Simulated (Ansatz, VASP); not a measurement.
One calculation of HfN, two programs

```
Hf N
1.0
     3.08079    0.00000    0.00000
    -1.54040    2.66804    0.00000
     0.00000    0.00000    5.22921
Hf N
2 2
Direct
  0.66667 0.33333 0.75000
  0.33333 0.66667 0.25000
  0.00000 0.00000 0.00000
  0.00000 0.00000 0.50000
```

Change from the starting cell: strain -0.015 along x and y, -0.030 along z, atoms carried along.

Alike in both runs: task single point; functional PBEsol; k mesh 18 × 18 × 10; occupations gaussian, width 0.15 eV; no spin polarisation.

```csv
,VASP,Ansatz
version,VASP 6.6.1,Ansatz 0.2.0
potentials or method,"VASP PAW PBE potentials, release 64 (Hf_pv, N), cutoff 520 eV","scalar-relativistic, plane waves, PAW"
valence electrons in the cell,30,62
```

|  | VASP | Ansatz | Ansatz less VASP |
| --- | --- | --- | --- |
| gap on the k mesh at the Fermi level (eV) | none | none | - |
| pressure (GPa) | 17.2 | 19.3 | +2.08 |
| traceless stress, the component that is largest in VASP (GPa) | 5.29 | 5.13 | -0.163 |

VASP's potentials were made for PBE, not for PBEsol. A gap of «none» marks a metal or a gap that the smearing closes. VASP's potentials hold 30 valence electrons a cell and Ansatz's 62, so a difference there can come from the potentials and not from the codes.

Spin-orbit coupling is off throughout.
